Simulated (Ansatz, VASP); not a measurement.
## SiC: VASP beside Ansatz

Contents of INCAR:

```
PREC = Accurate
ENCUT = 520
EDIFF = 1E-6
ISMEAR = 0
SIGMA = 0.02
LREAL = F
LASPH = T
NELM = 100
ALGO = Normal
ISIF = 2
LWAVE = F
LCHARG = F
GGA = PE
IBRION = 2
NSW = 60
EDIFFG = -0.008
```

File KPOINTS:

```
Automatic mesh
0
Gamma
  12 12 6
```

Contents of POSCAR:

```
SiC
1.0
    3.0919365178      0.0000000000      0.0000000000
   -1.5459682589      2.6776955713      0.0000000000
    0.0000000000      0.0000000000      5.3787498263
Si C
2 2
Direct
    0.3333333333      0.6666666667      0.5008272805
    0.6666666667      0.3333333333      1.0008272805
    0.3333333333      0.6666666667      0.8741727195
    0.6666666667      0.3333333333      0.3741727195
```

Input for Ansatz:

```yaml
crystal:
  lattice:
    - [3.0919365178, 0.0, 0.0]
    - [-1.5459682589, 2.6776955713, 0.0]
    - [0.0, 0.0, 5.3787498263]
  atoms:
    - { symbol: Si, position: [0.3333333333, 0.6666666667, 0.5008272805] }
    - { symbol: Si, position: [0.6666666667, 0.3333333333, 1.0008272805] }
    - { symbol: C, position: [0.3333333333, 0.6666666667, 0.8741727195] }
    - { symbol: C, position: [0.6666666667, 0.3333333333, 0.3741727195] }
basis:
  ecutwfc: 420
kpoints:
  mp_grid: { grid: [12, 12, 6] }
hamiltonian:
  xc: pbe
scf:
  occupations: { method: gaussian, width: 0.02 }
output:
  forces: true
  stress: true
  eigenvalues: true
relax:
  adjacent_minimum: "off"
  f_tol: 0.008
  max_steps: 40
```

Change from the starting cell: strain along c alone, the other axes held, atoms relaxed: +6.0 %.

Alike in both runs: task relaxation of the atoms; functional PBE; k mesh 12 × 12 × 6; occupations gaussian, width 0.02 eV; no spin polarisation.

```csv
,VASP,Ansatz
version,VASP 6.6.1,Ansatz 0.2.0
potentials or method,"VASP PAW PBE potentials, release 64 (Si, C), cutoff 520 eV","scalar-relativistic, plane waves, PAW"
valence electrons in the cell,16,16
```

|  | VASP | Ansatz | Ansatz less VASP |
| --- | --- | --- | --- |
| gap on the k mesh at the Fermi level, each at its own relaxed structure (eV) | 2.10 | 2.11 | +0.006 |

Ansatz's warnings: stress scf threshold loose.

Noted on VASP's run: the relaxation stopped at its first step, so nothing moved.
